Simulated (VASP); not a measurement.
# PbO2 (Aea2) in VASP: notebook

PbO2 is run at these levels: PBE; tasks: single point, relaxation of cell and atoms.

All numbers are computed with VASP 6.6.1; they aren't measurements. Logs are shortened: lines on timing, memory, paths and dates and some standing lists are left out, and cuts for length are marked.

### Step 1. The cell of the first run

The structure is orthorhombic, space group Aea2 (No. 41). Conventional cell: a = 5.604 Å, b = 5.506 Å, c = 7.078 Å, α = 90.00°, β = 90.00°, γ = 90.00°. Pb (site symmetry 2) has 6 O at 2.52 to 2.62 Å within 3.3 Å. O (site symmetry 1) has 1 O at 1.49 Å within 2.0 Å.

The cell was generated, and may not be a known phase.

### Step 2. Single point, PBE

Contents of INCAR:

```
SYSTEM = PbO2
ALGO = Normal
EDIFF = 1E-6
ENCUT = 520
GGA = PE
ISIF = 2
ISMEAR = 0
LASPH = .True.
LCHARG = .False.
LREAL = .False.
LWAVE = .False.
NBANDS = 35
NELM = 100
PREC = Accurate
SIGMA = 0.1
```

Contents of KPOINTS:

```
k-points
0
Gamma
  4 4 4
  0 0 0
```

Contents of POSCAR:

```
PbO2
1.0
    5.6042061031      0.0000000000      0.0000000000
    0.0000000000      2.7528498444      3.5392240558
    0.0000000000     -2.7528498444      3.5392240558
Pb O
2 4
Direct
    0.0000000000     -0.0064464414     -0.0064464414
    0.5000000000      0.4935535586      0.4935535586
    0.9039477393      0.4417499953      0.2548153218
    0.4039477393      0.7548153218      0.9417499953
    0.5960522607      0.9417499953      0.7548153218
    0.0960522607      0.2548153218      0.4417499953
```

Potentials or basis: VASP PAW PBE potentials, release 64 (Pb_d, O).

Launch:

```bash
> cat potpaw_PBE.64/Pb_d/POTCAR potpaw_PBE.64/O/POTCAR > POTCAR
> mpirun -np 1 vasp_std > vasp.out
```

OUTCAR:

```text
SYSTEM = PbO2
   EDIFF = 1E-6
   ENCUT = 520
   GGA = PE
   ISIF = 2
   ISMEAR = 0
   LASPH = .True.
   LREAL = .False.
   NELM = 100
   PREC = Accurate

 ion  position               nearest neighbor table
   1  0.000  0.994  0.994-   6 2.52   3 2.52   4 2.54   5 2.54   3 2.62   6 2.62   2 3.93   2 3.93
                             2 3.93   2 3.93
   2  0.500  0.494  0.494-   4 2.52   5 2.52   3 2.54   6 2.54   5 2.62   4 2.62   1 3.93   1 3.93
                             1 3.93   1 3.93
   3  0.904  0.442  0.255-   6 1.49   1 2.52   2 2.54   1 2.62
   4  0.404  0.755  0.942-   5 1.49   2 2.52   1 2.54   2 2.62
   5  0.596  0.942  0.755-   4 1.49   2 2.52   1 2.54   2 2.62
   6  0.096  0.255  0.442-   3 1.49   1 2.52   2 2.54   1 2.62

  LATTYP: Found a base centered orthorhombic cell.
 ALAT       =     5.5056996888
 B/A-ratio  =     1.2856582291
 C/A-ratio  =     1.0178917158

  Lattice vectors:

 A1 = (   0.0000000000,   2.7528498444,  -3.5392240558)
 A2 = (   0.0000000000,   2.7528498444,   3.5392240558)
 A3 = (   5.6042061031,   0.0000000000,   0.0000000000)

Analysis of symmetry for initial positions (statically):
=====================================================================
 Subroutine PRICEL returns:
 Original cell was already a primitive cell.

 Routine SETGRP: Setting up the symmetry group for a
 base centered orthorhombic supercell.

 Subroutine GETGRP returns: Found  4 space group operations
 (whereof  2 operations were pure point group operations)
 out of a pool of  8 trial point group operations.

The static configuration has the point symmetry C_2 .
 The point group associated with its full space group is C_2v.

Analysis of symmetry for dynamics (positions and initial velocities):
=====================================================================
 Subroutine PRICEL returns:
 Original cell was already a primitive cell.

 Routine SETGRP: Setting up the symmetry group for a
 base centered orthorhombic supercell.

 Subroutine GETGRP returns: Found  4 space group operations
 (whereof  2 operations were pure point group operations)
 out of a pool of  8 trial point group operations.

The dynamic configuration has the point symmetry C_2 .
 The point group associated with its full space group is C_2v.

 Subroutine INISYM returns: Found  4 space group operations
 (whereof  2 operations are pure point group operations),
 and found     1 'primitive' translations

----------------------------------------------------------------------------------------

                                     Primitive cell

  volume of cell :     109.2030

  direct lattice vectors                    reciprocal lattice vectors
     5.604206103  0.000000000  0.000000000     0.178437406  0.000000000  0.000000000
     0.000000000  2.752849844  3.539224056     0.000000000  0.181629957  0.141273904
     0.000000000 -2.752849844  3.539224056     0.000000000 -0.181629957  0.141273904

  length of vectors
     5.604206103  4.483780680  4.483780680     0.178437406  0.230103797  0.230103797

  position of ions in fractional coordinates (direct lattice)
     0.000000000  0.993553559  0.993553559
     0.500000000  0.493553559  0.493553559
     0.903947739  0.441749995  0.254815322
     0.403947739  0.754815322  0.941749995
     0.596052261  0.941749995  0.754815322
     0.096052261  0.254815322  0.441749995

  ion indices of the primitive-cell ions
   primitive index   ion index
                 1           1
                 2           2
                 3           3
                 4           4
                 5           5
                 6           6

----------------------------------------------------------------------------------------

 KPOINTS: k-points

Automatic generation of k-mesh.
 Grid dimensions read from file:
 generate k-points for:    4    4    4

 Generating k-lattice:

  Cartesian coordinates                     Fractional coordinates (reciprocal lattice)
     0.044609352  0.000000000  0.000000000     0.250000000  0.000000000  0.000000000
     0.000000000  0.045407489  0.035318476     0.000000000  0.250000000  0.000000000
     0.000000000 -0.045407489  0.035318476     0.000000000  0.000000000  0.250000000

  Length of vectors
     0.044609352  0.057525949  0.057525949

  Shift w.r.t. Gamma in fractional coordinates (k-lattice)
     0.000000000  0.000000000  0.000000000

 Subroutine IBZKPT returns following result:
 ===========================================

 Found     21 irreducible k-points:

 Following reciprocal coordinates:
            Coordinates               Weight
  0.000000  0.000000  0.000000      1.000000
  0.250000  0.000000  0.000000      2.000000
  0.500000  0.000000  0.000000      1.000000
  0.000000  0.250000  0.000000      4.000000
  0.250000  0.250000  0.000000      8.000000
  0.500000  0.250000  0.000000      4.000000
[... 13 lines left out ...]
  0.250000  0.500000  0.500000      2.000000
  0.500000  0.500000  0.500000      1.000000
   k-points           NKPTS =     21   k-points in BZ     NKDIM =     21   number of bands    NBANDS=     35
   number of dos      NEDOS =    301   number of ions     NIONS =      6
   total plane-waves  NPLWV =  54432
   dimension x,y,z NGX =    42 NGY =   36 NGZ =   36
   dimension x,y,z NGXF=    84 NGYF=   72 NGZF=   72
   ions per type =               2   4
   NGX,Y,Z   is equivalent  to a cutoff of  12.46, 13.35, 13.35 a.u.
   NGXF,Y,Z  is equivalent  to a cutoff of  24.92, 26.70, 26.70 a.u.
 SYSTEM =  PbO2
   PREC   = accura    normal or accurate (medium, high low for compatibility)
   ISTART =      0    job   : 0-new  1-cont  2-samecut
   ICHARG =      2    charge: 1-file 2-atom 10-const
   ISPIN  =      1    spin polarized calculation?
   LNONCOLLINEAR =      F non collinear calculations
   LSORBIT =      F    spin-orbit coupling
   LASPH  =      T    aspherical Exc in radial PAW
   ENCUT  =  520.0 eV  38.22 Ry    6.18 a.u.  10.42  8.34  8.34*2*pi/ulx,y,z
   NELM   =    100;   NELMIN=  2; NELMDL= -5     # of ELM steps
   EDIFF  = 0.1E-05   stopping-criterion for ELM
   LREAL  =      F    real-space projection
   EDIFFG = 0.1E-04   stopping-criterion for IOM
   NSW    =      0    number of steps for IOM
   IBRION =     -1    ionic relax: 0-MD 1-quasi-New 2-CG
   NFREE  =      0    steps in history (QN), initial steepest desc. (CG)
   ISIF   =      2    stress and relaxation
   ISYM   =      2    0-nonsym 1-usesym 2-fastsym
   POTIM  = 0.5000    time-step for ionic-motion
   TEBEG  =    0.0;   TEEND  =   0.0 temperature during run
   PSTRESS=    0.0 pullay stress
   NELECT =      52.0000    total number of electrons
   NUPDOWN=      -1.0000    fix difference up-down
   EMIN   =  10.00;   EMAX   =-10.00  energy-range for DOS
   EFERMI =   0.00;   METHOD = LEGACY
   ISMEAR =     0;   SIGMA  =   0.10  broadening in eV -4-tet -1-fermi 0-gaus
   EFERMI_NEDOS =   21; number of points for ismear=-14 and -15
   IALGO  =     38    algorithm
   IMIX   =      4    mixing-type and parameters
     AMIX     =   0.40;   BMIX     =  1.00
     AMIX_MAG =   1.60;   BMIX_MAG =  1.00
  volume/ion in A,a.u.               =      18.20       122.82
  Fermi-wavevector in a.u.,A,eV,Ry     =   1.278393  2.415812 22.235848  1.634289
  Thomas-Fermi vector in A             =   2.410938
   LORBIT       =      0    0 simple, 1 ext, 2 COOP (PROOUT), +10 PAW based schemes
   GGA     = PE    functional components
   LHFCALC =     F    Hartree Fock is set to
   AEXX    =    0.0000 exact exchange contribution
   IVDW    =     0    specifies the selected vdW correction
   LEPSILON=     F    determine dielectric tensor
   LRPA    =     F    only Hartree local field effects (RPA)
 non-spin polarized calculation
 Gauss-broadening in eV      SIGMA  =   0.10
  energy-cutoff  :      520.00
  volume of cell :      109.20
 maximum number of plane-waves:      2963
 NGX is ok and might be reduce to    42
   NGX = 21   NGY = 17   NGZ = 17

 number of electron      51.9999996 magnetization

 Free energy of the ion-electron system (eV)
  ---------------------------------------------------
  ext. energy  EPLUGINS =         0.00000000
  ---------------------------------------------------
  free energy    TOTEN  =       -30.08293071 eV

  energy without entropy =      -30.08293071  energy(sigma->0) =      -30.08293071

 E-fermi :   4.3815     XC(G=0):  -9.3121

 val. band max:        3.9271926956   @ k =   0.0000   0.5000   0.5000
 cond. band min:       5.6352646825   @ k =   0.0000   0.0000   0.0000
 fundamental gap:      1.7080719870
 Fermi energy:         4.3815488506

 k-point     1 :       0.0000    0.0000    0.0000
  band No.  band energies     occupation
      1     -17.4452      2.00000
      2     -17.2658      2.00000
      3     -12.7851      2.00000
      4     -12.6473      2.00000
      5     -12.5522      2.00000
      6     -12.5383      2.00000
[... 27 lines left out ...]
     34      10.2090      0.00000
     35      11.4560      0.00000

 k-point     2 :       0.2500    0.0000    0.0000
  band No.  band energies     occupation
      1     -17.4130      2.00000
      2     -17.2855      2.00000
      3     -12.7764      2.00000
      4     -12.6843      2.00000
      5     -12.5289      2.00000
      6     -12.5271      2.00000
[... 27 lines left out ...]
     34       9.5221      0.00000
     35      12.2656      0.00000

 k-point     3 :       0.5000    0.0000    0.0000
  band No.  band energies     occupation
      1     -17.3429      2.00000
      2     -17.3429      2.00000
      3     -12.7427      2.00000
      4     -12.7427      2.00000
      5     -12.5073      2.00000
      6     -12.5073      2.00000
[... 27 lines left out ...]
     34       9.4006      0.00000
     35      13.0729      0.00000

 k-point     4 :       0.0000    0.2500    0.0000
  band No.  band energies     occupation
      1     -17.4047      2.00000
      2     -17.2779      2.00000
      3     -12.7608      2.00000
      4     -12.6580      2.00000
      5     -12.5276      2.00000
      6     -12.5100      2.00000
[... 27 lines left out ...]
     34       9.8125      0.00000
     35      12.7584      0.00000

 k-point     5 :       0.2500    0.2500    0.0000
  band No.  band energies     occupation
      1     -17.3799      2.00000
      2     -17.2898      2.00000
      3     -12.7632      2.00000
      4     -12.6937      2.00000
      5     -12.5229      2.00000
      6     -12.4994      2.00000
[... 524 lines left out ...]
 k-point    19 :       0.0000    0.5000    0.5000
  band No.  band energies     occupation
      1     -17.3866      2.00000
      2     -17.2685      2.00000
      3     -12.7496      2.00000
      4     -12.5547      2.00000
      5     -12.5315      2.00000
      6     -12.4771      2.00000
[... 27 lines left out ...]
     34       9.3818      0.00000
     35      11.3776      0.00000

 k-point    20 :       0.2500    0.5000    0.5000
  band No.  band energies     occupation
      1     -17.3635      2.00000
      2     -17.2799      2.00000
      3     -12.7358      2.00000
      4     -12.5731      2.00000
      5     -12.5306      2.00000
      6     -12.4799      2.00000
[... 27 lines left out ...]
     34       9.4350      0.00000
     35      12.2643      0.00000

 k-point    21 :       0.5000    0.5000    0.5000
  band No.  band energies     occupation
      1     -17.3157      2.00000
      2     -17.3157      2.00000
      3     -12.6726      2.00000
      4     -12.6726      2.00000
      5     -12.4830      2.00000
      6     -12.4830      2.00000
[... 27 lines left out ...]
     34       9.5395      0.00000
     35      14.1520      0.00000

------------------------ aborting loop because EDIFF is reached ----------------------------------------

  FORCE on cell =-STRESS in cart. coord.  units (eV):
  Direction    XX          YY          ZZ          XY          YZ          ZX
  --------------------------------------------------------------------------------------
  -------------------------------------------------------------------------------------
  Total        0.2045354      0.1195904     -0.3334029      0.0000000      0.0000000      0.0000000
  in kB        3.0008511      1.7545766     -4.8915366      0.0000000      0.0000000      0.0000000
  external PRESSURE =      -0.0453696 kB  Pullay stress =       0.0000000 kB

 VOLUME and BASIS-vectors are now :
 -----------------------------------------------------------------------------
  energy-cutoff  :      520.00
  volume of cell :      109.20
      direct lattice vectors                 reciprocal lattice vectors
     5.604206103  0.000000000  0.000000000     0.178437406  0.000000000  0.000000000
     0.000000000  2.752849844  3.539224056     0.000000000  0.181629957  0.141273904
     0.000000000 -2.752849844  3.539224056     0.000000000 -0.181629957  0.141273904

 POSITION                                       TOTAL-FORCE (eV/Angst)
 -----------------------------------------------------------------------------------
      0.00000      0.00000      7.03282         0.000000      0.000000      0.001180
      2.80210      0.00000      3.49359         0.000000      0.000000      0.001180
      5.06591      0.51460      2.46530        -0.124329      0.113356     -0.000590
      2.26381     -0.51460      6.00452        -0.124329     -0.113356     -0.000590
      3.34040      0.51460      6.00452         0.124329      0.113356     -0.000590
      0.53830     -0.51460      2.46530         0.124329     -0.113356     -0.000590
 -----------------------------------------------------------------------------------
    total drift:                                0.000000      0.000000      0.000340

  FREE ENERGIE OF THE ION-ELECTRON SYSTEM (eV)
  ---------------------------------------------------
  free  energy   TOTEN  =       -30.0829307129 eV

  energy  without entropy=      -30.0829307129  energy(sigma->0) =      -30.08293071
```

It took 48 s on 1 thread of Intel Xeon 6975P-C (Granite Rapids), shared host; peak memory 0.25 GiB.

Results:

```
Free energy            : -30.0829 eV
Pressure               : 0.0 GPa
Largest force          : 0.168 eV/Å
Band gap on the k mesh : 1.71 eV (least direct gap 1.74 eV)
```

Forces on the atoms (eV/Å):
```
Pb   0.000  0.000  0.001
Pb   0.000  0.000  0.001
O   -0.124  0.113 -0.001
O   -0.124 -0.113 -0.001
O    0.124  0.113 -0.001
O    0.124 -0.113 -0.001
```

Levels at points of the mesh, in eV from the valence-band top:
| k point | band 23 | band 24 | band 25 | band 26 | band 27 | band 28 | band 29 | band 30 |
| --- | --- | --- | --- | --- | --- | --- | --- | --- |
| (0.00, 0.00, 0.00) | -1.99 | -1.19 | -0.58 | -0.03 | 1.71 | 2.79 | 4.16 | 4.45 |
| (0.50, 0.00, 0.00) | -1.34 | -1.34 | -1.18 | -1.18 | 2.66 | 2.66 | 4.27 | 4.27 |
| (0.00, 0.50, 0.00) | -1.48 | -1.48 | -0.64 | -0.64 | 2.26 | 2.26 | 3.73 | 3.73 |
| (0.50, 0.50, 0.00) | -1.58 | -1.58 | -0.68 | -0.68 | 1.89 | 1.89 | 3.93 | 3.93 |
| (0.00, 0.50, 0.50) | -1.88 | -0.87 | -0.59 | 0.00 | 1.83 | 2.79 | 2.86 | 4.76 |
| (0.50, 0.50, 0.50) | -1.35 | -1.35 | -0.29 | -0.29 | 2.26 | 2.26 | 3.90 | 3.90 |

Caveat: spin-orbit coupling is left out, which moves the levels of the heavy elements. A k mesh can miss the band edges.

### Step 3. Relaxation of cell and atoms, PBE

This run uses another cell than the first one, of 17.17 Å³/atom.

Contents of INCAR:

```
SYSTEM = PbO2
PREC = Accurate
ENCUT = 600
EDIFF = 1E-7
ISMEAR = 0
SIGMA = 0.1
LREAL = .FALSE.
LASPH = .TRUE.
NELM = 100
ALGO = Normal
ISIF = 3
LWAVE = .FALSE.
LCHARG = .FALSE.
GGA = PE
IBRION = 2
NSW = 90
EDIFFG = -0.04
```

Contents of KPOINTS:

```
Automatic mesh
0
G
  4 4 4
  0 0 0
```

Contents of POSCAR:

```
PbO2
1.0
    4.2876930625      0.0000000000      0.0000000000
    0.0000000000      2.8021329677      4.2873683274
    0.0000000000     -2.8021329677      4.2873683274
Pb O
2 4
Direct
    0.0000000000      0.0923900046      0.0923900046
    0.5000000000      0.5923900046      0.5923900046
    0.9066935005      0.4655311022      0.1321977688
    0.4066935005      0.6321977688      0.9655311022
    0.5933064995      0.9655311022      0.6321977688
    0.0933064995      0.1321977688      0.4655311022
```

Potentials or basis: VASP PAW PBE potentials, release 64 (Pb_d, O).

Launch:

```bash
> cat potpaw_PBE.64/Pb_d/POTCAR potpaw_PBE.64/O/POTCAR > POTCAR
> mpirun -np 1 vasp_std > vasp.out
```

Run time: 29 min. Hardware: 1 thread of Intel Xeon 6975P-C (Granite Rapids), shared host; peak memory 0.31 GiB.

Results (log left out):

- Free energy: -31.4686 eV
- Relaxed volume: 13.46 Å³/atom
- Relaxed cell: a = 5.583 Å, b = 3.803 Å, c = 3.803 Å, α = 89.80°, β = 90.00°, γ = 90.00°
- Space group after relaxing (to 0.1 Å): Aea2 (No. 41)
- Pressure after relaxing: -0.2 GPa
- Largest force after relaxing: 0.014 eV/Å
- Band gap on the k mesh: zero (bands 26 and 27 overlap by 0.12 eV)

Forces on the atoms (eV/Å):
```
Pb   0.000  0.000  0.013
Pb   0.000  0.000  0.013
O    0.001  0.012 -0.006
O    0.001 -0.012 -0.006
O   -0.001  0.012 -0.006
O   -0.001 -0.012 -0.006
```

Stress tensor (GPa, compression positive):
```
-0.11  0.00  0.00
 0.00  0.07  0.00
 0.00  0.00 -0.44
```

Final structure:
```
Pb O
1.0
     5.58324    0.00000    0.00000
     0.00000    2.68436    2.69370
     0.00000   -2.68436    2.69370
Pb O
2 4
Cartesian
  0.0000 0.0000 0.2746
  2.7916 0.0000 2.9683
  4.5171 1.2423 1.7217
  1.7254 1.4421 1.7217
  3.8578 -1.4421 1.7217
  1.0662 -1.2423 1.7217
```

Levels at points of the mesh, in eV from the Fermi level:
```
           k point  band 24  band 25  band 26  band 27  band 28  band 29
(0.00, 0.00, 0.00)    -0.57    -0.25    -0.19    -0.15     2.15     6.58
(0.50, 0.00, 0.00)    -0.82    -0.19    -0.19     1.42     1.42     5.98
(0.00, 0.50, 0.00)    -0.94    -0.39    -0.39     2.43     2.43     7.19
(0.50, 0.50, 0.00)    -1.04    -0.95    -0.95     2.69     2.69     7.45
(0.00, 0.50, 0.50)    -0.25    -0.05    -0.04     3.01     3.02     6.58
(0.50, 0.50, 0.50)    -0.43    -0.16    -0.16     3.22     3.22     8.60
```

Caveat: the k points lie up to 0.41 Å⁻¹ apart in the final cell; the volume moved by over 15 % at a fixed basis, so the end points are rough; semilocal functionals underestimate gaps, and a narrow one can read as zero; spin-orbit coupling is left out, which moves the levels of the heavy elements.

The gap in the log of VASP goes by the Fermi energy; the results here count the filled bands.